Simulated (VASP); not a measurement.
Here is a VASP 6.6.1 calculation.

INCAR

```
SYSTEM = BaZrO3
ALGO     = Normal         ! electronic algorithm
EDIFF    = 1E-6           ! SCF threshold, eV
EDIFFG   = -0.002         ! ionic threshold
ENCUT    = 600            ! plane-wave cutoff, eV
GGA      = PS             ! functional
IBRION   = 2              ! ionic algorithm
ISIF     = 3              ! what is computed and relaxed
ISMEAR   = 0              ! smearing method
LASPH    = .TRUE.         ! aspherical terms in the spheres
LCHARG   = .FALSE.        ! write CHGCAR
LREAL    = .FALSE.        ! projectors in reciprocal space
LWAVE    = .FALSE.        ! write WAVECAR
NELM     = 60             ! most SCF steps
NSW      = 100            ! ionic steps
PREC     = Accurate       ! precision mode
PSTRESS  = 50.0         
SIGMA    = 0.01           ! smearing width, eV
```

The input KPOINTS:

```
k-points
0
G
  6 6 6
  0 0 0
```

File POSCAR:

```
BaZrO3
1.0
    4.1806150146      0.0000000000      0.0000000000
    0.0000000000      4.1806150146      0.0000000000
    0.0000000000      0.0000000000      4.1806150146
Ba Zr O
1 1 3
Direct
    0.0000000000      0.0000000000      0.0000000000
    0.5000000000      0.5000000000      0.5000000000
    0.0000000000      0.5000000000      0.5000000000
    0.5000000000      0.0000000000      0.5000000000
    0.5000000000      0.5000000000      0.0000000000
```

Potentials or basis: VASP PAW PBE potentials, release 64 (Ba_sv, Zr_sv, O).

Launch:

```sh
$ cat potpaw_PBE.64/Ba_sv/POTCAR potpaw_PBE.64/Zr_sv/POTCAR potpaw_PBE.64/O/POTCAR > POTCAR
$ mpirun -np 1 vasp_std > vasp.out
```

Question: Estimate the band gap on the k mesh.

Answer: 3.17 eV, indirect (least direct gap 3.35 eV).

Question: Predict the space group after relaxing (to 0.05 Å).

Answer: Pm-3m (No. 221).

The path:
| step | energy change (eV) | largest force (eV/Å) | pressure (GPa) | volume (Å³) |
| --- | --- | --- | --- | --- |
| 1 | 0.0000 | 0.0000 | 1.04 | 73.07 |
| 2 | 0.1351 | 0.0000 | 10.98 | 69.31 |
| 3 | 0.0300 | 0.0000 | 4.97 | 71.45 |
| 4 | 0.0310 | 0.0000 | 5.04 | 71.41 |
| 5 | 0.0299 | 0.0000 | 4.99 | 71.45 |

Caveat: the cell is relaxed towards a set pressure, so the enthalpy falls and the energy may rise; the PAW data sets were made with another functional, which shifts forces and pressure a little; spin-orbit coupling is left out, which moves the levels of the heavy elements. A k mesh can miss the band edges.
